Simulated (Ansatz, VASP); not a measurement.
# Two plane-wave programs on Y5N

Contents of INCAR:

```
SYSTEM = Y5N
ALGO = Normal
EDIFF = 1E-6
ENCUT = 520
GGA = PE
ISIF = 2
ISMEAR = 0
LASPH = .True.
LCHARG = .False.
LREAL = .False.
LWAVE = .False.
NBANDS = 39
NELM = 80
PREC = Accurate
SIGMA = 0.1
```

KPOINTS

```
k-points
0
Gamma
  6 6 4
  0 0 0
```

POSCAR

```
Y5N
1.0
    4.8450684700      0.0000000000      0.0000000000
   -2.4225342400      4.1959523800      0.0000000000
    0.0000000000      0.0000000000      6.5769419400
Y N
5 1
Direct
    0.6666666700      0.3333333300      0.7959949400
    0.0000000000      0.0000000000      0.0000000000
    0.6666666700      0.3333333300      0.2040050600
    0.3333333300      0.6666666700      0.2040050600
    0.3333333300      0.6666666700      0.7959949400
    0.0000000000      0.0000000000      0.5000000000
```

Input for Ansatz:

```yaml
crystal:
  lattice:
    - [4.84506847, 0.0, 0.0]
    - [-2.42253424, 4.19595238, 0.0]
    - [0.0, 0.0, 6.57694194]
  atoms:
    - { symbol: "Y", position: [0.66666667, 0.33333333, 0.79599494] }
    - { symbol: "Y", position: [0.0, 0.0, 0.0] }
    - { symbol: "Y", position: [0.66666667, 0.33333333, 0.20400506] }
    - { symbol: "Y", position: [0.33333333, 0.66666667, 0.20400506] }
    - { symbol: "Y", position: [0.33333333, 0.66666667, 0.79599494] }
    - { symbol: "N", position: [0.0, 0.0, 0.5] }
basis:
  ecutwfc: 420
kpoints:
  mp_grid: { grid: [6, 6, 4] }
hamiltonian:
  xc: pbe
scf:
  occupations: { method: gaussian, width: 0.1 }
  lower_state_search: "off"
output:
  forces: true
  stress: true
  eigenvalues: true
```

Change from the starting cell: species swapped into the BaSn5 type (P6/mmm, No. 191).

Alike in both runs: task single point; functional PBE; k mesh 6 × 6 × 4; occupations gaussian, width 0.1 eV; no spin polarisation.

```csv
,VASP,Ansatz
version,VASP 6.6.1,Ansatz 0.2.0
potentials or method,"VASP PAW PBE potentials, release 64 (Y_sv, N), cutoff 520 eV","scalar-relativistic, plane waves, PAW"
valence electrons in the cell,60,60
```

```tsv
	VASP	Ansatz	Ansatz less VASP
gap on the k mesh at the Fermi level (eV)	none	none	-
pressure (GPa)	18.1	18.1	+0.07
traceless stress, the component that is largest in VASP (GPa)	-10.22	-10.30	-0.081
rms of the force components (eV/Å)	1.781	1.777	-0.0034
```

Atom by atom the forces differ by 0.003 eV/Å (rms over components). A gap of «none» marks a metal or a gap that the smearing closes.
